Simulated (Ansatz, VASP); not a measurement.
One calculation of Ta3N, two programs

Contents of INCAR:

```
  ALGO = Normal
  EDIFF = 1E-6
  ENCUT = 520
  GGA = PS
  ISIF = 2
  ISMEAR = 0
  LASPH = T
  LCHARG = T
  LELF = T
  LREAL = F
  LVHAR = T
  LWAVE = F
  NBANDS = 27
  NELM = 80
  PREC = Accurate
  SIGMA = 0.15
```

Contents of KPOINTS:

```
k-points
0
Gamma
  18 18 8
```

File POSCAR:

```
Ta3N
1.0
    3.2405449511      0.0000000000      0.0000000000
   -1.6202724756      2.8063942498      0.0000000000
    0.0000000000      0.0000000000      7.1519281125
Ta N
3 1
Direct
    0.0000000000      0.0000000000      0.5000000000
    0.3333333333      0.6666666667      0.1725859884
    0.6666666667      0.3333333333      0.8274140116
    0.0000000000      0.0000000000      0.0000000000
```

Input for Ansatz:

```yaml
crystal:
  lattice:
    - [3.2405449511, 0.0, 0.0]
    - [-1.6202724756, 2.8063942498, 0.0]
    - [0.0, 0.0, 7.1519281125]
  atoms:
    - { symbol: Ta, position: [0.0, 0.0, 0.5] }
    - { symbol: Ta, position: [0.3333333333, 0.6666666667, 0.1725859884] }
    - { symbol: Ta, position: [0.6666666667, 0.3333333333, 0.8274140116] }
    - { symbol: "N", position: [0.0, 0.0, 0.0] }
basis:
  ecutwfc: 420
kpoints:
  mp_grid: { grid: [18, 18, 8] }
hamiltonian:
  xc: pbesol
scf:
  occupations: { method: gaussian, width: 0.15 }
output:
  forces: true
  stress: true
  eigenvalues: true
```

Change from the starting cell: strain +0.080 along x and y, -0.040 along z, atoms carried along.

Alike in both runs: task single point; functional PBEsol; k mesh 18 × 18 × 8; occupations gaussian, width 0.15 eV; no spin polarisation.

|  | VASP | Ansatz |
| --- | --- | --- |
| version | VASP 6.6.1 | Ansatz 0.2.0 |
| potentials or method | VASP PAW PBE potentials, release 64 (Ta_pv, N), cutoff 520 eV | scalar-relativistic, plane waves, PAW |
| valence electrons in the cell | 38 | 44 |

|  | VASP | Ansatz | Ansatz less VASP |
| --- | --- | --- | --- |
| gap on the k mesh at the Fermi level (eV) | none | none | - |
| pressure (GPa) | -22.7 | -22.9 | -0.20 |
| traceless stress, the component that is largest in VASP (GPa) | 8.57 | 8.64 | +0.073 |
| rms of the force components (eV/Å) | 0.456 | 0.473 | +0.0172 |

VASP's potentials were made for PBE, not for PBEsol. Atom by atom the forces differ by 0.017 eV/Å (rms over components). A gap of «none» marks a metal or a gap that the smearing closes. VASP's potentials hold 38 valence electrons a cell and Ansatz's 44, so a difference there can come from the potentials and not from the codes.

Neither program's run includes spin-orbit coupling.
